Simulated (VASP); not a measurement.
The system is MoS.

```
CELL_PARAMETERS angstrom
3.26951 0.00000 0.00000
-1.63476 2.83148 0.00000
0.00000 0.00000 6.32981
ATOMIC_POSITIONS crystal
Mo 0.00000 0.00000 0.00000
Mo 0.00000 0.00000 0.50000
S 0.33333 0.66667 0.25000
S 0.66667 0.33333 0.75000
```

| Property | Result |
| --- | --- |
| Program | VASP 6.6.1 |
| Task | relaxation of cell and atoms |
| Functional | PBE |
| Potentials or basis | VASP PAW PBE potentials, release 64 (Mo_sv, S) |
| Cutoff | 600 eV |
| k mesh | 12 × 12 × 8 |
| Occupations | gaussian, width 0.1 eV |
| Spin | no spin polarisation |

At the start: pressure 0.2 GPa; volume 14.65 Å³/atom.

Question: Where does the relaxation end?

Answer: Over 7 steps the energy falls by 3.8 meV/atom and the volume is 14.60 Å³/atom (-0.3 %); space group P6_3/mmc (No. 194, to 0.05 Å).

The path:
| step | energy change (eV) | largest force (eV/Å) | pressure (GPa) | volume (Å³) |
| --- | --- | --- | --- | --- |
| 1 | 0.0000 | 0.0000 | 0.25 | 58.60 |
| 2 | -0.0110 | 0.0000 | -0.85 | 58.78 |
| 3 | -0.0127 | 0.0000 | -1.46 | 58.89 |
| 4 | -0.0110 | 0.0000 | 1.86 | 57.84 |
| 5 | -0.0151 | 0.0000 | -0.09 | 58.44 |
| 6 | -0.0151 | 0.0000 | -0.04 | 58.43 |
| 7 | -0.0151 | 0.0000 | 0.01 | 58.42 |

Final structure:
```
CELL_PARAMETERS angstrom
3.23144 0.00000 0.00000
-1.61572 2.79851 0.00000
0.00000 0.00000 6.45980
ATOMIC_POSITIONS crystal
Mo 0.00000 0.00000 0.00000
Mo 0.00000 0.00000 0.50000
S 0.33333 0.66667 0.25000
S 0.66667 0.33333 0.75000
```
